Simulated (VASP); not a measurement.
## Re: single point with PBE

The system is Re.

```xyz
2
Lattice="2.7653 0.0000 0.0000 -1.3827 2.3949 0.0000 0.0000 0.0000 4.4736" Properties=species:S:1:pos:R:3 pbc="T T T"
Re   -0.0922    1.4972    1.1184
Re    1.1292    1.4964    3.3552
```

```
Program                : VASP 6.6.1
Task                   : single point
Functional             : PBE
Potentials or basis    : VASP PAW PBE potentials, release 64 (Re)
Cutoff                 : 520 eV
k mesh                 : 9 × 9 × 5
Occupations            : fermi-dirac, width 0.05 eV
Spin                   : no spin polarisation
Dipole correction      : no
Further INCAR settings : ALGO = Normal; EDIFF = 1e-07; NBANDS = 14
```

| Quantity | Value |
| --- | --- |
| Pressure | 12.4 GPa |
| Largest force | 0.051 eV/Å |
| Band gap on the k mesh | zero (band 7 reaches 10.66 eV, above the bottom of band 8 at 6.99 eV) |

Forces in eV/Å, atoms in the order of the input:
```
Re   0.050  0.011  0.000
Re  -0.050 -0.011  0.000
```

Stress tensor (GPa, compression positive):
```
26.25  0.03  0.00
 0.03 -8.99  0.00
 0.00  0.00 19.94
```

Levels at points of the mesh, in eV from the Fermi level:
```tsv
k point	band 3	band 4	band 5	band 6	band 7	band 8	band 9	band 10	band 11	band 12
(0.00, 0.00, 0.00)	-3.95	-2.55	-1.80	-1.33	-0.81	-0.78	-0.11	0.05	2.27	4.59
```

It took 26 s on 1 thread of Intel(R) Xeon(R) Platinum 8488C (Sapphire Rapids), on a shared host, peak memory 0.18 GiB.

Caveat: spin-orbit coupling is left out, which moves the levels of the heavy elements.
